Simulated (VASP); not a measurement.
Runs of VASP 6.6.1 on MgO. The structure is that of space group Fm-3m (No. 225), or close to it. The cells are those of the table. 

| cell | gap on the mesh (eV) | pressure (GPa) |
| --- | --- | --- |
| a = 2.882 Å, angles 60.0°, 2 atoms | (a) | 12.8 |
| a = 2.851 Å, angles 60.0°, 2 atoms | (b) | 20.6 |
| a = 3.028 Å, angles 60.0°, 2 atoms | 4.20 | -12.2 |
| a = 2.942 Å, angles 60.0°, 2 atoms | 5.03 | 0.4 |

Alike in all rows: task single point; level LDA; potentials or basis VASP PAW LDA potentials, release 64 (Mg_sv, O); no spin polarisation; k mesh 10 × 10 × 10; cutoff (eV) 840; smearing gaussian 0.02 eV.

Problem. Fill in the values left out.

Solution. (a) 5.69; (b) 6.05.

Caveats: the cell stands under pressure (at least some runs); the cell stands under tension (at least some runs).

